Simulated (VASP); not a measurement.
# Ti (I4/mmm) in VASP: further runs, part 2 of 2

VASP 6.6.1.

## 4. Single point, PBEsol (volume 16.537 Å^3 an atom, c/a of the conventional cell 0.8612)

Input file INCAR:

```
ALGO = Fast
EDIFF = 1E-6
ENCUT = 520
GGA = PS
ISIF = 2
ISMEAR = 0
LASPH = T
LCHARG = F
LREAL = F
LWAVE = F
NBANDS = 12
NELM = 100
PREC = Accurate
SIGMA = 0.15
```

Input file KPOINTS:

```
k-points
0
Gamma
  22 22 22
```

Input file POSCAR:

```
Ti
1.0
   -1.6869166064      1.6869166064      1.4527725814
    1.6869166064     -1.6869166064      1.4527725814
    1.6869166064      1.6869166064     -1.4527725814
Ti
1
Direct
    0.0000000000      0.0000000000      0.0000000000
```

Potentials or basis: VASP PAW PBE potentials, release 64 (Ti_sv).

Command:

```bash
$ cat potpaw_PBE.64/Ti_sv/POTCAR > POTCAR
$ mpirun -np 1 vasp_std > vasp.out
```

OUTCAR:

```text
EDIFF = 1E-6
   ENCUT = 520
   GGA = PS
   ISIF = 2
   ISMEAR = 0
   LASPH = T
   LREAL = F
   NELM = 100
   PREC = Accurate

 ion  position               nearest neighbor table
   1  0.000  0.000  0.000-

  LATTYP: Found a body centered tetragonal cell.
 ALAT       =     3.3738332128
 C/A-ratio  =     0.8612000000

  Lattice vectors:

 A1 = (  -1.6869166064,   1.6869166064,   1.4527725814)
 A2 = (   1.6869166064,  -1.6869166064,   1.4527725814)
 A3 = (   1.6869166064,   1.6869166064,  -1.4527725814)

Analysis of symmetry for initial positions (statically):
=====================================================================
 Subroutine PRICEL returns:
 Original cell was already a primitive cell.

 Routine SETGRP: Setting up the symmetry group for a
 body centered tetragonal supercell.

 Subroutine GETGRP returns: Found 16 space group operations
 (whereof 16 operations were pure point group operations)
 out of a pool of 16 trial point group operations.

The static configuration has the point symmetry D_4h.

Analysis of symmetry for dynamics (positions and initial velocities):
=====================================================================
 Subroutine PRICEL returns:
 Original cell was already a primitive cell.

 Routine SETGRP: Setting up the symmetry group for a
 body centered tetragonal supercell.

 Subroutine GETGRP returns: Found 16 space group operations
 (whereof 16 operations were pure point group operations)
 out of a pool of 16 trial point group operations.

The dynamic configuration has the point symmetry D_4h.

 Subroutine INISYM returns: Found 16 space group operations
 (whereof 16 operations are pure point group operations),
 and found     1 'primitive' translations

----------------------------------------------------------------------------------------

                                     Primitive cell

  volume of cell :      16.5365

[... 108 lines left out ...]
  Fermi-wavevector in a.u.,A,eV,Ry     =   1.471139  2.780049 29.446397  2.164249
  Thomas-Fermi vector in A             =   2.586311
   LORBIT       =      0    0 simple, 1 ext, 2 COOP (PROOUT), +10 PAW based schemes
   GGA     = PS    functional components
   LHFCALC =     F    Hartree Fock is set to
   AEXX    =    0.0000 exact exchange contribution
   IVDW    =     0    specifies the selected vdW correction
   LEPSILON=     F    determine dielectric tensor
   LRPA    =     F    only Hartree local field effects (RPA)
 non-spin polarized calculation
 RMM-DIIS sequential band-by-band and
 Gauss-broadening in eV      SIGMA  =   0.15
  energy-cutoff  :      520.00
  volume of cell :       16.54
 maximum number of plane-waves:       458
 NGX is ok and might be reduce to    24
   NGX = 11   NGY = 11   NGZ = 11

 number of electron      11.9999998 magnetization

 Free energy of the ion-electron system (eV)
  ---------------------------------------------------
  ext. energy  EPLUGINS =         0.00000000
  ---------------------------------------------------
  free energy    TOTEN  =        -8.26185238 eV

  energy without entropy =       -8.24027643  energy(sigma->0) =       -8.25106441

 E-fermi :   8.5204     XC(G=0): -11.8648

 val. band max:        8.5201089655   @ k =  -0.3636   0.3636   0.0455
 cond. band min:       8.5206952251   @ k =  -0.2273   0.5000   0.1364
 fundamental gap:      0.0005862597
 Fermi energy:         8.5204172649

 k-point     1 :       0.0000    0.0000    0.0000
  band No.  band energies     occupation
      1     -47.7383      2.00000
      2     -23.6318      2.00000
      3     -23.6318      2.00000
      4     -23.6010      2.00000
      5       2.4226      2.00000
      6       8.7803      0.01428
      7      10.0306      0.00000
      8      10.0306      0.00000
      9      10.4947      0.00000
     10      11.9267      0.00000
     11      25.3666      0.00000
     12      25.3666      0.00000
[... 331 lines left out ...]
 k-point    24 :      -0.4545    0.0455    0.0000
  band No.  band energies     occupation
      1     -47.5668      2.00000
      2     -24.3875      2.00000
      3     -23.8793      2.00000
      4     -23.6949      2.00000
      5       5.9014      2.00000
      6       7.7151      2.00000
      7       9.7660      0.00000
      8      11.3061      0.00000
      9      12.2546      0.00000
     10      12.8377      0.00000
     11      18.9391      0.00000
     12      22.0384      0.00000

 [... further k-points ...]
[... 5 lines left out ...]
  --------------------------------------------------------------------------------------
  -------------------------------------------------------------------------------------
  Total       -0.0290410     -0.0290410     -0.0193644      0.0000000      0.0000000     -0.0000000
  in kB       -2.8136999     -2.8136999     -1.8761643      0.0000000      0.0000000     -0.0000000
  external PRESSURE =      -2.5011880 kB  Pullay stress =       0.0000000 kB

 VOLUME and BASIS-vectors are now :
 -----------------------------------------------------------------------------
  energy-cutoff  :      520.00
  volume of cell :       16.54
      direct lattice vectors                 reciprocal lattice vectors
    -1.686916606  1.686916606  1.452772581     0.000000000  0.296398766  0.344169491
     1.686916606 -1.686916606  1.452772581     0.296398766  0.000000000  0.344169491
     1.686916606  1.686916606 -1.452772581     0.296398766  0.296398766  0.000000000

 POSITION                                       TOTAL-FORCE (eV/Angst)
 -----------------------------------------------------------------------------------
      0.00000      0.00000      0.00000         0.000000      0.000000      0.000000
 -----------------------------------------------------------------------------------
    total drift:                                0.000000      0.000000      0.000000

  FREE ENERGIE OF THE ION-ELECTRON SYSTEM (eV)
  ---------------------------------------------------
  free  energy   TOTEN  =        -8.2618523850 eV

  energy  without entropy=       -8.2402764334  energy(sigma->0) =       -8.25106441
```

OSZICAR:

```text
N       E                     dE             d eps       ncg     rms          rms(c)
DAV:   1     0.856378091761E+02    0.85638E+02   -0.65704E+03 20084   0.122E+03
DAV:   2    -0.505161313021E+01   -0.90689E+02   -0.88280E+02 20404   0.297E+02
DAV:   3    -0.921025048239E+01   -0.41586E+01   -0.41084E+01 27568   0.647E+01
[... 12 lines left out ...]
RMM:  16    -0.826184216678E+01   -0.10086E-04   -0.91877E-05 26674   0.522E-02    0.622E-03
RMM:  17    -0.826184671002E+01   -0.45432E-05   -0.41962E-05 23798   0.349E-02    0.344E-03
RMM:  18    -0.826184972229E+01   -0.30123E-05   -0.29457E-05 22156   0.264E-02    0.522E-04
RMM:  19    -0.826185152207E+01   -0.17998E-05   -0.16294E-05 19871   0.174E-02    0.141E-03
RMM:  20    -0.826185238497E+01   -0.86290E-06   -0.83984E-06 18017   0.123E-02
   1 F= -.82618524E+01 E0= -.82510644E+01  d E =-.215760E-01
```

Run time: 89 s. Hardware: 1 thread of Intel Xeon 6975P-C (Granite Rapids), shared host; peak memory 0.27 GiB.

What came out:

```yaml
Free_energy: -8.2619 eV
Pressure: -0.3 GPa
Band_gap_on_the_k_mesh: zero (band 6 reaches 9.43 eV, above the bottom of band 7 at 7.88 eV)
```

Levels at points of the mesh, in eV from the Fermi level:
```csv
k point,band 4,band 5,band 6,band 7,band 8,band 9
"(0.00, 0.00, 0.00)",-32.12,-6.10,0.26,1.51,1.51,1.97
"(0.50, 0.00, 0.00)",-32.22,-2.62,-0.89,1.73,2.75,3.92
"(0.50, 0.50, 0.00)",-32.11,-2.62,0.53,0.59,1.89,2.85
"(0.50, 0.50, 0.50)",-32.50,-2.51,-2.13,4.07,4.07,4.33
```

Caveat: the PAW data sets were made with another functional, which shifts forces and pressure a little.

## 5. Single point, PBEsol (volume 16.537 Å^3 an atom, c/a of the conventional cell 1.3484)

Input file INCAR:

```
  PREC = Accurate
  ENCUT = 520
  EDIFF = 1E-7
  ISMEAR = 0
  SIGMA = 0.15
  LREAL = False
  LASPH = True
  NELM = 60
  ALGO = Fast
  ISIF = 2
  LWAVE = False
  LCHARG = False
  GGA = PS
  NBANDS = 12
```

Input file KPOINTS:

```
regular mesh
0
Gamma
  22 22 22
```

Input file POSCAR:

```
Ti
1.0
   -1.4527427140      1.4527427140      1.9588782755
    1.4527427140     -1.4527427140      1.9588782755
    1.4527427140      1.4527427140     -1.9588782755
Ti
1
Direct
    0.0000000000      0.0000000000      0.0000000000
```

Command:

```bash
$ cat potpaw_PBE.64/Ti_sv/POTCAR > POTCAR
$ mpirun -np 1 vasp_std > vasp.out
```

Wall time 1.8 min (1 thread of Intel Xeon 6975P-C (Granite Rapids), shared host); peak memory 0.28 GiB.

Results (log left out):

- Free energy: -8.2897 eV
- Pressure: 0.7 GPa
- Band gap on the k mesh: zero (band 6 reaches 9.47 eV, above the bottom of band 7 at 8.03 eV)

Stress tensor (GPa, compression positive):
```
0.19 0.00 0.00
0.00 0.19 0.00
0.00 0.00 1.80
```

Levels at points of the mesh, in eV from the Fermi level:
| k point | band 2 | band 3 | band 4 | band 5 | band 6 | band 7 | band 8 | band 9 | band 10 | band 11 |
| --- | --- | --- | --- | --- | --- | --- | --- | --- | --- | --- |
| (0.00, 0.00, 0.00) | -32.28 | -32.28 | -32.28 | -6.21 | 0.79 | 0.79 | 1.18 | 2.41 | 2.86 | 15.58 |
| (0.50, 0.00, 0.00) | -33.08 | -32.41 | -32.36 | -2.70 | 0.55 | 0.78 | 1.01 | 3.71 | 3.91 | 8.72 |
| (0.50, 0.50, 0.00) | -33.02 | -32.57 | -32.51 | -2.76 | -1.79 | 2.78 | 3.78 | 3.96 | 4.25 | 10.86 |
| (0.50, 0.50, 0.50) | -33.02 | -32.60 | -32.60 | -2.74 | -1.92 | 3.71 | 3.78 | 4.13 | 4.13 | 11.69 |

Caveat: the PAW data sets were made with another functional, which shifts forces and pressure a little.

## 6. The runs side by side

| cell | further INCAR settings | gap on the mesh (eV) | pressure (GPa) |
| --- | --- | --- | --- |
| a = 2.916 Å, angles 123.4, 123.4, 84.2°, 1 atom | ALGO = Fast; EDIFF = 1e-07; NBANDS = 12 | none | 0.6 |
| a = 2.794 Å, angles 113.7, 113.7, 101.2°, 1 atom | ALGO = Fast; EDIFF = 1e-06; NBANDS = 12 | none | 0.3 |
| a = 2.793 Å, angles 105.7, 105.7, 117.3°, 1 atom | ALGO = Fast; EDIFF = 1e-06; NBANDS = 12 | none | -0.3 |
| a = 2.839 Å, angles 118.4, 118.4, 92.7°, 1 atom | ALGO = Fast; EDIFF = 1e-07; NBANDS = 12 | none | 0.7 |

Alike in all rows: task single point; level PBEsol; potentials or basis VASP PAW PBE potentials, release 64 (Ti_sv); no spin polarisation; k mesh 22 × 22 × 22; cutoff (eV) 520; smearing gaussian 0.15 eV.

Caveats: the PAW data sets were made with another functional, which shifts forces and pressure a little.

Total energies depend on the potentials used, so only differences within one code and one set of settings carry meaning.
